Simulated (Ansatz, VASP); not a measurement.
## Al30Cu in VASP and in Ansatz

```
Al Cu
1.0
     8.10000    0.00000    0.00000
     0.00000    8.10000    0.00000
     0.00000    0.00000    8.10000
Al Cu
30 1
Direct
  0.49632 0.00326 0.00000
  0.74824 0.25294 0.00000
  0.75080 0.00049 0.25137
  0.00044 0.00044 0.00000
  0.74751 0.74751 0.00000
  0.24845 0.00335 0.24935
  0.49595 0.25502 0.23881
  0.74773 0.50032 0.24751
  0.49947 0.00169 0.50000
  0.75075 0.24894 0.50000
  0.75080 0.00049 0.74863
  0.00326 0.49632 0.00000
  0.25294 0.74824 0.00000
  0.00335 0.24845 0.24935
  0.25502 0.49595 0.23881
  0.50032 0.74773 0.24751
  0.00036 0.00036 0.50000
  0.24948 0.24948 0.50000
  0.49983 0.49983 0.50000
  0.75106 0.75106 0.50000
  0.24845 0.00335 0.75065
  0.49595 0.25502 0.76119
  0.74773 0.50032 0.75249
  0.00049 0.75080 0.25137
  0.00169 0.49947 0.50000
  0.24894 0.75075 0.50000
  0.00335 0.24845 0.75065
  0.25502 0.49595 0.76119
  0.50032 0.74773 0.75249
  0.00049 0.75080 0.74863
  0.24548 0.24548 0.00000
```

Alike in both runs: functional PBE; k mesh 3 × 3 × 3; occupations gaussian, width 0.1 eV; no spin polarisation.

Ansatz relaxed the structure, and its values are those at the end. VASP's run is a single point on that final structure, the one shown.

|  | VASP | Ansatz |
| --- | --- | --- |
| version | VASP 6.6.1 | Ansatz 0.2.0 |
| potentials or method | VASP PAW PBE potentials, release 64 (Al, Cu), cutoff 520 eV | scalar-relativistic, plane waves, PAW |
| valence electrons in the cell | 101 | 109 |

```csv
,VASP,Ansatz,Ansatz less VASP
rms of the force components (eV/Å),0.004,0.004,-0.0009
```

VASP's potentials hold 101 valence electrons a cell and Ansatz's 109, so a difference there can come from the potentials and not from the codes.
